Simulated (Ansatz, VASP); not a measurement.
W in VASP and in Ansatz

```
W
1.0
     2.71575    0.00000    0.00000
    -0.90525    2.56044    0.00000
     0.00000    0.00000   26.08702
W
6
Cartesian
  0.9053 1.2802 7.5803
  0.0000 0.0000 9.7137
  0.9053 1.2802 11.9366
  0.0000 0.0000 14.1505
  0.9053 1.2802 16.3733
  0.0000 0.0000 18.5067
```

Alike in both runs: functional LDA; k mesh 13 × 13 × 1; occupations gaussian, width 0.1 eV; no spin polarisation.

Ansatz relaxed the structure, and its values are those at the end. VASP's run is a single point on that final structure, the one shown.

```csv
,VASP,Ansatz
version,VASP 6.6.1,Ansatz 0.2.0
potentials or method,"VASP PAW LDA potentials, release 64 (W_sv), cutoff 400 eV","scalar-relativistic, plane waves, PAW"
valence electrons in the cell,84,84
```

VASP gave:

```
gap on the k mesh at the Fermi level (eV) : none
rms of the force components (eV/Å)        : 0.034
```

**Question.** What did Ansatz give for the same quantities?

**Answer.** gap on the k mesh at the Fermi level (eV): none; rms of the force components (eV/Å): 0.005.

LDA's correlation is that of Perdew and Zunger in VASP and of Perdew and Wang (1992) in Ansatz. A gap of «none» marks a metal or a gap that the smearing closes. Ansatz's warnings: xc potential rough in thin density.

Neither program's run includes spin-orbit coupling.
